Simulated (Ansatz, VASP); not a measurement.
**One calculation of BN, two programs**

```
B N
1.0
    -1.81236    1.81236    0.00000
     0.00000    0.00000    3.62471
     1.81236    1.81236    0.00000
B N
2 2
Direct
  0.00000 0.00000 0.00000
  0.50000 0.50000 0.50000
  0.00000 0.25000 0.50000
  0.50000 0.75000 0.00000
```

Alike in both runs: task single point; functional PBE; k mesh 12 × 8 × 12; occupations fermi-dirac, width 0.02 eV; no spin polarisation.

|  | VASP | Ansatz |
| --- | --- | --- |
| version | VASP 6.6.1 | Ansatz 0.2.0 |
| potentials or method | VASP PAW PBE potentials, release 64 (B, N), cutoff 520 eV | all-electron LAPW, scalar-relativistic |

VASP gave:

- gap on the k mesh at the Fermi level (eV): 4.45
- pressure (GPa): 0.2

Task: What did Ansatz give for the same quantities?

Result: gap on the k mesh at the Fermi level (eV): 4.46; pressure (GPa): 0.0.

Ansatz ran all-electron here, and VASP with PAW potentials.
